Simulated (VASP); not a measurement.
A run of VASP 6.6.1:

INCAR

```
SYSTEM = Bi
PREC     = Accurate       ! precision mode
ENCUT    = 520            ! plane-wave cutoff, eV
EDIFF    = 1E-6           ! SCF threshold, eV
ISMEAR   = -1             ! smearing method
SIGMA    = 0.05           ! smearing width, eV
LREAL    = .FALSE.        ! projectors in reciprocal space
LASPH    = .TRUE.         ! aspherical terms in the spheres
NELM     = 60             ! most SCF steps
ALGO     = Fast           ! electronic algorithm
ISIF     = 2              ! what is computed and relaxed
LWAVE    = .FALSE.        ! write WAVECAR
LCHARG   = .FALSE.        ! write CHGCAR
GGA      = PS             ! functional
NBANDS   = 22             ! bands
```

File KPOINTS:

```
Automatic mesh
0
G
  8 8 4
  0 0 0
```

The input POSCAR:

```
Bi
1.0
    3.3018899442      0.0000000000      0.0000000000
    0.0000000000      3.2848288383      0.0000000000
   -0.0820328266      0.0000000000      6.5702716347
Bi
2
Direct
    0.5442472500      0.0000000000      0.7495778900
    0.4557527500      0.0000000000      0.2504221100
```

Potentials or basis: VASP PAW PBE potentials, release 64 (Bi_d).

The run is started by

```sh
$ cat potpaw_PBE.64/Bi_d/POTCAR > POTCAR
$ mpirun -np 1 vasp_std > vasp.out
```

Hardware: 1 thread of Intel Xeon 8259CL, with other jobs on the host.

Task: How long does it take, and how much memory?

Result: Run time: 3.9 min on 1 thread of Intel Xeon 8259CL (shared host), peak memory 0.25 GiB. Counts: scf iterations 16, k points 90.
